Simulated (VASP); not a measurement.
**NiO2: single point with LDA**

The system is NiO2.

```
Ni O
1.0
     2.84753    0.00000    0.00000
    -1.42376    2.46603    0.00000
     0.00000    0.00000    3.95949
Ni O
1 2
Cartesian
  0.0000 0.0000 1.9797
  1.4238 0.8220 2.7042
  0.0000 1.6440 1.2553
```

This cell differs from its parent crystal: atoms shifted along a free coordinate, c/a of the conventional cell at fixed volume 1.3905.

```json
{
  "Program": "VASP 6.6.1",
  "Task": "single point",
  "Functional": "LDA",
  "Potentials or basis": "VASP PAW LDA potentials, release 64 (Ni_sv_GW, O)",
  "Cutoff": "700 eV",
  "k mesh": "12 × 12 × 6",
  "Occupations": "gaussian, width 0.05 eV",
  "Spin": "no spin polarisation",
  "Dipole correction": "no",
  "Further INCAR settings": "ALGO = Normal; EDIFF = 1e-06; NBANDS = 22"
}
```

- Pressure: 20.3 GPa
- Largest force: 3.223 eV/Å
- Band gap on the k mesh: 0.49 eV (least direct gap 0.93 eV)

Forces in eV/Å, atoms in the order of the input:
```
Ni   0.000  0.000  0.000
O    0.000  0.000  3.223
O    0.000  0.000 -3.223
```

Stress tensor (GPa, compression positive):
```
17.81  0.00  0.00
 0.00 17.81  0.00
 0.00  0.00 25.27
```

Levels at points of the mesh, in eV from the valence-band top:
```tsv
k point	band 13	band 14	band 15	band 16	band 17	band 18
(0.00, 0.00, 0.00)	-1.94	-1.38	-0.27	2.18	2.18	7.46
(0.50, 0.00, 0.00)	-2.44	-2.30	-1.21	1.02	2.33	11.95
(0.00, 0.00, 0.50)	-2.00	-2.00	0.00	2.26	2.26	9.34
(0.50, 0.00, 0.50)	-2.35	-1.35	-1.30	0.99	2.18	10.35
```

It took 100 s on 1 thread of Intel(R) Xeon(R) Platinum 8488C (Sapphire Rapids), on a shared host, peak memory 0.24 GiB.

Caveat: the stress differs along the axes, from 18 to 25 GPa; the run has no spin polarisation, though such a crystal can be magnetic; forces of over 1 eV/Å act on the atoms, so gaps and moduli don't describe the material at rest. A k mesh can miss the band edges.
